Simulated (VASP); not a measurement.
Crystal: HfSi3W.

```
Hf Si W
1.0
     2.40046   -2.81236    0.00000
     2.40046    2.81236    0.00000
     0.00000    0.00000    7.06459
Hf Si W
1 3 1
Direct
  0.50000 0.50000 0.00000
  0.50000 0.50000 0.50000
  0.00000 0.50000 0.69455
  0.50000 0.00000 0.30545
  0.00000 0.00000 0.00000
```

The cell was generated, and may not be a known phase.

- Program: VASP 6.6.1
- Task: relaxation of cell and atoms
- Functional: PBE
- Potentials or basis: VASP PAW PBE potentials, release 64 (Hf_pv, Si, W_sv)
- Cutoff: 500 eV
- k mesh: 5 × 5 × 3
- Occupations: gaussian, width 0.2 eV
- Spin: no spin polarisation

At the start: pressure 6.9 GPa; volume 19.08 Å³/atom.

How do energy, volume and symmetry change on relaxing?

Over 7 steps the energy falls by 293.1 meV/atom and the volume is 19.63 Å³/atom (+2.9 %); space group C222 (No. 21, to 0.1 Å) before, P-4m2 (No. 115, to 0.1 Å).

Step by step:
| step | energy change (eV) | largest force (eV/Å) | pressure (GPa) | volume (Å³) |
| --- | --- | --- | --- | --- |
| 1 | 0.0000 | 1.7003 | 6.94 | 95.39 |
| 2 | -1.1868 | 0.8902 | -8.15 | 105.99 |
| 3 | -1.2039 | 0.9586 | -6.49 | 104.16 |
| 4 | -1.4102 | 0.0995 | 4.91 | 94.36 |
| 5 | -1.4482 | 0.2620 | 1.18 | 96.96 |
| 6 | -1.4645 | 0.0922 | 0.25 | 97.83 |
| 7 | -1.4656 | 0.0363 | -0.05 | 98.14 |

Final structure:
```
CELL_PARAMETERS angstrom
2.77668 -2.77957 0.00000
2.77668 2.77957 0.00000
0.00000 0.00000 6.35798
ATOMIC_POSITIONS crystal
Hf 0.50000 0.50000 0.00000
Si 0.50000 0.50000 0.50000
Si 0.00000 0.50000 0.71394
Si 0.50000 0.00000 0.28606
W 0.00000 0.00000 0.00000
```

Caveat: the relaxation stopped at a loose force limit of 0.08 eV/Å, so its end isn't a converged minimum.
